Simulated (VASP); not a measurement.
# Ge3Cl (P6_3/mmc) in VASP: notebook

Runs on Ge3Cl. Level: PBE. Tasks: single point, relaxation of cell and atoms.

Program: VASP 6.6.1. These are calculated values, not measurements. Logs are shortened: lines on timing, memory, paths and dates and some standing lists are left out, and cuts for length are marked.

## (1) The cell of the first run

The structure is hexagonal, space group P6_3/mmc (No. 194). The conventional cell has a = 7.233 Å, b = 7.233 Å, c = 4.396 Å, α = 90.00°, β = 90.00°, γ = 120.00°. Within 3.7 Å of Ge (site symmetry mm2) lie 6 Ge at 2.77 to 2.91 Å and 4 Cl at 3.32 to 3.64 Å. Within 4.4 Å of Cl (site symmetry -6m2) lie 12 Ge at 3.32 to 3.64 Å and 2 Cl at 4.40 Å.

The cell was generated, and may not be a known phase.

## (2) Single point, PBE

INCAR

```
ALGO = Fast
EDIFF = 1E-6
ENCUT = 520
GGA = PE
ISIF = 2
ISMEAR = 0
LASPH = True
LCHARG = True
LELF = True
LREAL = False
LVHAR = True
LWAVE = False
NBANDS = 59
NELM = 100
PREC = Accurate
SIGMA = 0.1
```

KPOINTS

```
k-points
0
Gamma
  3 3 4
```

POSCAR

```
Ge3Cl
1.0
    7.2329574600     -0.0000000030      0.0000000000
   -3.6164787274      6.2639249064      0.0000000000
    0.0000000000      0.0000000000      4.3955846298
Ge Cl
6 2
Direct
    0.2683747986      0.1341873993      0.7500000000
    0.8658126007      0.1341873993      0.7500000000
    0.8658126007      0.7316252014      0.7500000000
    0.7316252014      0.8658126007      0.2500000000
    0.1341873993      0.8658126007      0.2500000000
    0.1341873993      0.2683747986      0.2500000000
    0.6666666667      0.3333333333      0.2500000000
    0.3333333333      0.6666666667      0.7500000000
```

Potentials or basis: VASP PAW PBE potentials, release 64 (Ge_d, Cl).

Started as:

```sh
$ cat potpaw_PBE.64/Ge_d/POTCAR potpaw_PBE.64/Cl/POTCAR > POTCAR
$ mpirun -np 1 vasp_std > vasp.out
```

OUTCAR:

```text
EDIFF = 1E-6
   ENCUT = 520
   GGA = PE
   ISIF = 2
   ISMEAR = 0
   LASPH = True
   LREAL = False
   NELM = 100
   PREC = Accurate

 ion  position               nearest neighbor table
   1  0.268  0.134  0.750-   6 2.77   6 2.77   5 2.77   5 2.77   2 2.91   3 2.91
   2  0.866  0.134  0.750-   6 2.77   6 2.77   4 2.77   4 2.77   1 2.91   3 2.91
   3  0.866  0.732  0.750-   4 2.77   4 2.77   5 2.77   5 2.77   2 2.91   1 2.91
   4  0.732  0.866  0.250-   3 2.77   3 2.77   2 2.77   2 2.77   5 2.91   6 2.91
   5  0.134  0.866  0.250-   3 2.77   3 2.77   1 2.77   1 2.77   4 2.91   6 2.91
   6  0.134  0.268  0.250-   1 2.77   1 2.77   2 2.77   2 2.77   5 2.91   4 2.91
   7  0.667  0.333  0.250-
   8  0.333  0.667  0.750-

  LATTYP: Found a hexagonal cell.
 ALAT       =     7.2329574600
 C/A-ratio  =     0.6077160904

  Lattice vectors:

 A1 = (   7.2329574600,  -0.0000000030,   0.0000000000)
 A2 = (  -3.6164787274,   6.2639249064,   0.0000000000)
 A3 = (   0.0000000000,   0.0000000000,   4.3955846298)

Analysis of symmetry for initial positions (statically):
=====================================================================
 Subroutine PRICEL returns:
 Original cell was already a primitive cell.

 Routine SETGRP: Setting up the symmetry group for a
 hexagonal supercell.

 Subroutine GETGRP returns: Found 24 space group operations
 (whereof 12 operations were pure point group operations)
 out of a pool of 24 trial point group operations.

The static configuration has the point symmetry D_3d.
 The point group associated with its full space group is D_6h.

Analysis of symmetry for dynamics (positions and initial velocities):
=====================================================================
 Subroutine PRICEL returns:
 Original cell was already a primitive cell.

 Routine SETGRP: Setting up the symmetry group for a
 hexagonal supercell.

 Subroutine GETGRP returns: Found 24 space group operations
 (whereof 12 operations were pure point group operations)
 out of a pool of 24 trial point group operations.

The dynamic configuration has the point symmetry D_3d.
 The point group associated with its full space group is D_6h.

 Subroutine INISYM returns: Found 24 space group operations
 (whereof 12 operations are pure point group operations),
 and found     1 'primitive' translations

[... 93 lines left out ...]
   NSW    =      0    number of steps for IOM
   IBRION =     -1    ionic relax: 0-MD 1-quasi-New 2-CG
   NFREE  =      0    steps in history (QN), initial steepest desc. (CG)
   ISIF   =      2    stress and relaxation
   ISYM   =      2    0-nonsym 1-usesym 2-fastsym
   POTIM  = 0.5000    time-step for ionic-motion
   TEBEG  =    0.0;   TEEND  =   0.0 temperature during run
   PSTRESS=    0.0 pullay stress
   NELECT =      98.0000    total number of electrons
   NUPDOWN=      -1.0000    fix difference up-down
   EMIN   =  10.00;   EMAX   =-10.00  energy-range for DOS
   EFERMI =   0.00;   METHOD = LEGACY
   ISMEAR =     0;   SIGMA  =   0.10  broadening in eV -4-tet -1-fermi 0-gaus
   EFERMI_NEDOS =   21; number of points for ismear=-14 and -15
   IALGO  =     68    algorithm
   IMIX   =      4    mixing-type and parameters
     AMIX     =   0.40;   BMIX     =  1.00
     AMIX_MAG =   1.60;   BMIX_MAG =  1.00
  volume/ion in A,a.u.               =      24.89       167.99
  Fermi-wavevector in a.u.,A,eV,Ry     =   1.292480  2.442433 22.728593  1.670504
  Thomas-Fermi vector in A             =   2.424185
   LORBIT       =      0    0 simple, 1 ext, 2 COOP (PROOUT), +10 PAW based schemes
   GGA     = PE    functional components
   LHFCALC =     F    Hartree Fock is set to
   AEXX    =    0.0000 exact exchange contribution
   IVDW    =     0    specifies the selected vdW correction
   LEPSILON=     F    determine dielectric tensor
   LRPA    =     F    only Hartree local field effects (RPA)
 non-spin polarized calculation
 RMM-DIIS sequential band-by-band and
 Gauss-broadening in eV      SIGMA  =   0.10
  energy-cutoff  :      520.00
  volume of cell :      199.15
 maximum number of plane-waves:      5411
 NGX is ok and might be reduce to    54
   NGX = 27   NGY = 27   NGZ = 17

 number of electron      98.0000027 magnetization

 Free energy of the ion-electron system (eV)
  ---------------------------------------------------
  ext. energy  EPLUGINS =         0.00000000
  ---------------------------------------------------
  free energy    TOTEN  =       -28.83964651 eV

  energy without entropy =      -28.81328454  energy(sigma->0) =      -28.82646553

 E-fermi :   3.1473     XC(G=0):  -9.3685

 val. band max:        3.0755507495   @ k =   0.0000   0.0000   0.2500
 cond. band min:       3.1629222064   @ k =   0.0000   0.0000   0.5000
 fundamental gap:      0.0873714569
 Fermi energy:         3.1473072909

 k-point     1 :       0.0000    0.0000    0.0000
  band No.  band energies     occupation
      1     -21.4007      2.00000
      2     -21.3987      2.00000
      3     -21.3987      2.00000
      4     -21.3902      2.00000
      5     -21.3715      2.00000
      6     -21.3710      2.00000
[... 547 lines left out ...]
     58       7.1049      0.00000
     59      10.1643      0.00000

------------------------ aborting loop because EDIFF is reached ----------------------------------------

  FORCE on cell =-STRESS in cart. coord.  units (eV):
  Direction    XX          YY          ZZ          XY          YZ          ZX
  --------------------------------------------------------------------------------------
  -------------------------------------------------------------------------------------
  Total       -0.2160164     -0.2160164      0.2945004     -0.0000000      0.0000000      0.0000000
  in kB       -1.7378736     -1.7378736      2.3692853     -0.0000000      0.0000000      0.0000000
  external PRESSURE =      -0.3688206 kB  Pullay stress =       0.0000000 kB

 VOLUME and BASIS-vectors are now :
 -----------------------------------------------------------------------------
  energy-cutoff  :      520.00
  volume of cell :      199.15
      direct lattice vectors                 reciprocal lattice vectors
     7.232957460 -0.000000003  0.000000000     0.138256032  0.079822157  0.000000000
    -3.616478727  6.263924906  0.000000000     0.000000000  0.159644315  0.000000000
     0.000000000  0.000000000  4.395584630     0.000000000  0.000000000  0.227501023

 POSITION                                       TOTAL-FORCE (eV/Angst)
 -----------------------------------------------------------------------------------
      1.45586      0.84054      3.29669         0.027165      0.015684      0.000000
      5.77710      0.84054      3.29669        -0.027165      0.015684      0.000000
      3.61648      4.58285      3.29669        -0.000000     -0.031367     -0.000000
      2.16062      5.42339      1.09890        -0.027165     -0.015684     -0.000000
     -2.16062      5.42339      1.09890         0.027165     -0.015684      0.000000
      0.00000      1.68108      1.09890         0.000000      0.031367      0.000000
      3.61648      2.08797      1.09890        -0.000000      0.000000      0.000000
      0.00000      4.17595      3.29669        -0.000000     -0.000000      0.000000
 -----------------------------------------------------------------------------------
    total drift:                               -0.000001      0.000000     -0.000000

  FREE ENERGIE OF THE ION-ELECTRON SYSTEM (eV)
  ---------------------------------------------------
  free  energy   TOTEN  =       -28.8396465101 eV

  energy  without entropy=      -28.8132845441  energy(sigma->0) =      -28.82646553
```

stdout:

```text
POSCAR found type information on POSCAR GeCl
 POSCAR found :  2 types and       8 ions
 scaLAPACK will be used
 LDA part: xc-table for (Slater+PW92), standard interpolation
 POSCAR, INCAR and KPOINTS ok, starting setup
 FFT: planning ... GRIDC
 FFT: planning ... GRID_SOFT
 FFT: planning ... GRID
 WAVECAR not read
 entering main loop
```

Run time: 3.1 min. Hardware: 1 thread of Oxide Virtual Turin-like, shared host; peak memory 0.31 GiB.

Results:

* Free energy: -28.8396 eV
* Pressure: 0.0 GPa
* Largest force: 0.031 eV/Å
* Band gap on the k mesh: zero (bands 49 and 50 overlap by 1.18 eV)

Forces on the atoms (eV/Å):
```
Ge   0.027  0.016  0.000
Ge  -0.027  0.016  0.000
Ge   0.000 -0.031  0.000
Ge  -0.027 -0.016  0.000
Ge   0.027 -0.016  0.000
Ge   0.000  0.031  0.000
Cl   0.000  0.000  0.000
Cl   0.000  0.000  0.000
```

Levels at points of the mesh, in eV from the Fermi level:
```
           k point  band 46  band 47  band 48  band 49  band 50  band 51  band 52  band 53
(0.00, 0.00, 0.00)    -1.82    -0.67    -0.67    -0.10     0.44     0.44     0.93     1.52
(0.00, 0.00, 0.50)    -0.78    -0.78    -0.78     0.02     0.02     2.92     2.92     3.39
```

## (3) Single point, PBE

This run uses another cell than the first one, of 28.86 Å³/atom.

INCAR

```
PREC = Accurate
ENCUT = 520
EDIFF = 1E-6
ISMEAR = 0
SIGMA = 0.1
LREAL = F
LASPH = T
NELM = 80
ALGO = Fast
ISIF = 2
LWAVE = F
LCHARG = F
GGA = PE
NBANDS = 59
```

KPOINTS

```
regular mesh
0
Gamma
  3 3 4
```

POSCAR

```
Ge3Cl
1.0
    6.8649786500      0.0000000000      0.0000000000
   -3.4324893200      5.9452459100      0.0000000000
    0.0000000000      0.0000000000      5.6570375600
Ge Cl
6 2
Direct
    0.3330986800      0.1665493400      0.7500000000
    0.8334506600      0.1665493400      0.7500000000
    0.8334506600      0.6669013200      0.7500000000
    0.6669013200      0.8334506600      0.2500000000
    0.1665493400      0.8334506600      0.2500000000
    0.1665493400      0.3330986800      0.2500000000
    0.6666666700      0.3333333300      0.2500000000
    0.3333333300      0.6666666700      0.7500000000
```

Potentials or basis: VASP PAW PBE potentials, release 64 (Ge_d, Cl).

Started as:

```sh
$ cat potpaw_PBE.64/Ge_d/POTCAR potpaw_PBE.64/Cl/POTCAR > POTCAR
$ mpirun -np 1 vasp_std > vasp.out
```

OUTCAR:

```text
PREC = Accurate
   ENCUT = 520
   EDIFF = 1E-6
   ISMEAR = 0
   LREAL = F
   LASPH = T
   NELM = 80
   ISIF = 2
   GGA = PE

 ion  position               nearest neighbor table
   1  0.333  0.167  0.750-
   2  0.833  0.167  0.750-
   3  0.833  0.667  0.750-
   4  0.667  0.833  0.250-
   5  0.167  0.833  0.250-
   6  0.167  0.333  0.250-
   7  0.667  0.333  0.250-
   8  0.333  0.667  0.750-

  LATTYP: Found a hexagonal cell.
 ALAT       =     6.8649786500
 C/A-ratio  =     0.8240429939

  Lattice vectors:

 A1 = (   6.8649786500,   0.0000000000,   0.0000000000)
 A2 = (  -3.4324893200,   5.9452459100,   0.0000000000)
 A3 = (   0.0000000000,   0.0000000000,   5.6570375600)

Analysis of symmetry for initial positions (statically):
=====================================================================
 Subroutine PRICEL returns:
 Original cell was already a primitive cell.

 Routine SETGRP: Setting up the symmetry group for a
 hexagonal supercell.

 Subroutine GETGRP returns: Found 24 space group operations
 (whereof 12 operations were pure point group operations)
 out of a pool of 24 trial point group operations.

The static configuration has the point symmetry D_3d.
 The point group associated with its full space group is D_6h.

Analysis of symmetry for dynamics (positions and initial velocities):
=====================================================================
 Subroutine PRICEL returns:
 Original cell was already a primitive cell.

 Routine SETGRP: Setting up the symmetry group for a
 hexagonal supercell.
[... 119 lines left out ...]
   IALGO  =     68    algorithm
   IMIX   =      4    mixing-type and parameters
     AMIX     =   0.40;   BMIX     =  1.00
     AMIX_MAG =   1.60;   BMIX_MAG =  1.00
  volume/ion in A,a.u.               =      28.86       194.76
  Fermi-wavevector in a.u.,A,eV,Ry     =   1.230318  2.324965 20.594910  1.513683
  Thomas-Fermi vector in A             =   2.365172
   LORBIT       =      0    0 simple, 1 ext, 2 COOP (PROOUT), +10 PAW based schemes
   GGA     = PE    functional components
   LHFCALC =     F    Hartree Fock is set to
   AEXX    =    0.0000 exact exchange contribution
   IVDW    =     0    specifies the selected vdW correction
   LEPSILON=     F    determine dielectric tensor
   LRPA    =     F    only Hartree local field effects (RPA)
 non-spin polarized calculation
 RMM-DIIS sequential band-by-band and
 Gauss-broadening in eV      SIGMA  =   0.10
  energy-cutoff  :      520.00
  volume of cell :      230.89
 maximum number of plane-waves:      6279
 NGX is ok and might be reduce to    54
   NGX = 25   NGY = 25   NGZ = 21

 number of electron      97.9999980 magnetization

 Free energy of the ion-electron system (eV)
  ---------------------------------------------------
  ext. energy  EPLUGINS =         0.00000000
  ---------------------------------------------------
  free energy    TOTEN  =       -25.49070824 eV

  energy without entropy =      -25.43398762  energy(sigma->0) =      -25.46234793

 E-fermi :   2.5464     XC(G=0):  -9.0184

 val. band max:        2.5054930091   @ k =   0.3333   0.3333   0.0000
 cond. band min:       2.5692096252   @ k =   0.0000   0.0000   0.5000
 fundamental gap:      0.0637166162
 Fermi energy:         2.5464191053

 k-point     1 :       0.0000    0.0000    0.0000
  band No.  band energies     occupation
      1     -22.4308      2.00000
      2     -22.4292      2.00000
      3     -22.4285      2.00000
      4     -22.4282      2.00000
      5     -22.4282      2.00000
      6     -22.4273      2.00000
[... 547 lines left out ...]
     58       4.5459      0.00000
     59       5.5047      0.00000

------------------------ aborting loop because EDIFF is reached ----------------------------------------

  FORCE on cell =-STRESS in cart. coord.  units (eV):
  Direction    XX          YY          ZZ          XY          YZ          ZX
  --------------------------------------------------------------------------------------
  -------------------------------------------------------------------------------------
  Total      -11.1751262    -11.1751262    -11.5302955     -0.0000000      0.0000000      0.0000000
  in kB      -77.5469895    -77.5469896    -80.0115982     -0.0000001      0.0000000      0.0000000
  external PRESSURE =     -78.3685258 kB  Pullay stress =       0.0000000 kB

 VOLUME and BASIS-vectors are now :
 -----------------------------------------------------------------------------
  energy-cutoff  :      520.00
  volume of cell :      230.89
      direct lattice vectors                 reciprocal lattice vectors
     6.864978650  0.000000000  0.000000000     0.145666877  0.084100810  0.000000000
    -3.432489320  5.945245910  0.000000000     0.000000000  0.168201621  0.000000000
     0.000000000  0.000000000  5.657037560     0.000000000  0.000000000  0.176770967

 POSITION                                       TOTAL-FORCE (eV/Angst)
 -----------------------------------------------------------------------------------
      1.71504      0.99018      4.24278        -0.376486     -0.217364      0.000000
      5.14994      0.99018      4.24278         0.376486     -0.217364     -0.000000
      3.43249      3.96489      4.24278         0.000000      0.434729      0.000000
      1.71745      4.95507      1.41426         0.376486      0.217364      0.000000
     -1.71745      4.95507      1.41426        -0.376486      0.217364      0.000000
      0.00000      1.98035      1.41426        -0.000000     -0.434729     -0.000000
      3.43249      1.98175      1.41426         0.000000     -0.000000      0.000000
     -0.00000      3.96350      4.24278         0.000000     -0.000000      0.000000
 -----------------------------------------------------------------------------------
    total drift:                               -0.000035      0.000020     -0.000000

  FREE ENERGIE OF THE ION-ELECTRON SYSTEM (eV)
  ---------------------------------------------------
  free  energy   TOTEN  =       -25.4907082430 eV

  energy  without entropy=      -25.4339876202  energy(sigma->0) =      -25.46234793
```

Run time: 3.1 min. Hardware: 1 thread of Oxide Virtual Turin-like, shared host; peak memory 0.35 GiB.

Results:

```yaml
Free_energy: -25.4907 eV
Pressure: -7.8 GPa
Largest_force: 0.435 eV/Å
Band_gap_on_the_k_mesh: zero (bands 49 and 50 overlap by 0.66 eV)
```

Forces in eV/Å, atoms in the order of the input:
```
Ge  -0.376 -0.217  0.000
Ge   0.376 -0.217  0.000
Ge   0.000  0.435  0.000
Ge   0.376  0.217  0.000
Ge  -0.376  0.217  0.000
Ge   0.000 -0.435  0.000
Cl   0.000  0.000  0.000
Cl   0.000  0.000  0.000
```

Levels at points of the mesh, in eV from the Fermi level:
```tsv
k point	band 46	band 47	band 48	band 49	band 50	band 51	band 52	band 53
(0.00, 0.00, 0.00)	-1.36	-0.97	-0.12	-0.12	0.56	0.56	0.78	0.78
(0.00, 0.00, 0.50)	-1.43	0.02	0.02	0.02	0.02	0.94	0.94	2.96
```

Caveat: the cell stands under tension.

(Part 1 of 2 ends here.)

The gap in the log of VASP goes by the Fermi energy; the results here count the filled bands.